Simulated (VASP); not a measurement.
Write the native input for VASP 6.6.1 that does the following.

```
Task                   : single point
Functional             : PBE
Potentials or basis    : VASP PAW PBE potentials, release 64 (Te)
Cutoff                 : 500 eV
k mesh                 : 6 × 6 × 4
Occupations            : fermi-dirac, width 0.02 eV
Spin                   : no spin polarisation
Dipole correction      : no
Further INCAR settings : ALGO = Normal; EDIFF = 1e-06; NBANDS = 16
```

The structure of Te lies in POSCAR:

```
Te
1.0
    4.4712576995      0.0000000000      0.0000000000
   -2.2356288497      3.8722227546      0.0000000000
    0.0000000000      0.0000000000      5.8369106011
Te
3
Direct
    0.2682137901      0.0000000000      0.3333333333
    0.0000000000      0.2682137901      0.6666666667
    0.7317862099      0.7317862099      0.0000000000
```

This cell differs from its parent crystal: uniaxial z strain -1.9%.

These files were run (other wordings do the same):

INCAR

```
PREC = Accurate
ENCUT = 500
EDIFF = 1E-6
ISMEAR = -1
SIGMA = 0.02
LREAL = F
LASPH = T
NELM = 120
ALGO = Normal
ISIF = 2
LWAVE = F
LCHARG = F
GGA = PE
NBANDS = 16
GGA_COMPAT = F
```

KPOINTS

```
regular mesh
0
Gamma
  6 6 4
```

Potentials or basis: VASP PAW PBE potentials, release 64 (Te).

Command:

```sh
$ cat potpaw_PBE.64/Te/POTCAR > POTCAR
$ mpirun -np 1 vasp_std > vasp.out
```

It gave:

The pressure is 2.2 GPa, the largest force is 0.232 eV/Å and the band gap on the k mesh is 0.26 eV.

Caveat: the cell differs from its parent crystal (uniaxial z strain -1.9%); spin-orbit coupling is left out, which moves the levels of the heavy elements.

Run time: 45 s on 1 thread of AMD EPYC 7R43 64-Core Processor (Zen 3), with other jobs on the host, peak memory 0.2 GiB.
